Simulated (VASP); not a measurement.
A run of VASP 6.6.1 is set up as follows.

Contents of INCAR:

```
  PREC = Accurate
  ENCUT = 600
  EDIFF = 1E-7
  ISMEAR = -1
  SIGMA = 0.1
  LREAL = F
  LASPH = T
  NELM = 80
  ALGO = Normal
  ISIF = 4
  LWAVE = F
  LCHARG = F
  GGA = PE
  IBRION = 2
  NSW = 50
  EDIFFG = -0.005
```

The input KPOINTS:

```
regular mesh
0
Gamma
  13 13 7
```

The input POSCAR:

```
SiC
1.0
    2.9629346264      0.0000000000      0.0000000000
   -1.4814673132      2.5659766562      0.0000000000
    0.0000000000      0.0000000000      4.8626077398
Si C
2 2
Direct
    0.3333333333      0.6666666667      0.0000821098
    0.6666666667      0.3333333333      0.5000821098
    0.3333333333      0.6666666667      0.3759178902
    0.6666666667      0.3333333333      0.8759178902
```

Potentials or basis: VASP PAW PBE potentials, release 64 (Si, C).

Run with:

```bash
$ cat potpaw_PBE.64/Si/POTCAR potpaw_PBE.64/C/POTCAR > POTCAR
$ mpirun -np 1 vasp_std > vasp.out
```

(1) Estimate the band gap on the k mesh.

## Answers

(1) 2.18 eV (least direct gap 4.20 eV).
